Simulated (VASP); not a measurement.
HfB2, 3 atoms in the cell. It takes space group Fm-3m (No. 225, cubic). Conventional cell: a = 5.433 Å, b = 5.433 Å, c = 5.433 Å, α = 90.00°, β = 90.00°, γ = 90.00°. Within 3.1 Å of Hf (site symmetry m-3m) lie 8 B at 2.35 Å. B (site symmetry -43m) has 4 Hf at 2.35 Å and 6 B at 2.72 Å within 3.1 Å. 

- Program: VASP 6.6.1
- Task: single point
- Functional: PBE
- Potentials or basis: VASP PAW PBE potentials, release 64 (Hf_pv, B)
- Cutoff: 500 eV
- k mesh: 16 × 16 × 16
- Occupations: fermi-dirac, width 0.05 eV
- Spin: no spin polarisation
- Dipole correction: no
- Further INCAR settings: ALGO = Normal; EDIFF = 1e-06; NBANDS = 15

Potentials or basis: VASP PAW PBE potentials, release 64 (Hf_pv, B).

The run is started by

```bash
$ cat potpaw_PBE.64/Hf_pv/POTCAR potpaw_PBE.64/B/POTCAR > POTCAR
$ mpirun -np 1 vasp_std > vasp.out
```

Hardware: 1 thread of Intel Xeon 8259CL (shared host).

**Question.** Estimate the wall time of this run.

**Answer.** It took 39 s on 1 thread of Intel Xeon 8259CL, on a shared host, peak memory 0.22 GiB. Counts: scf iterations 12, k points 145.
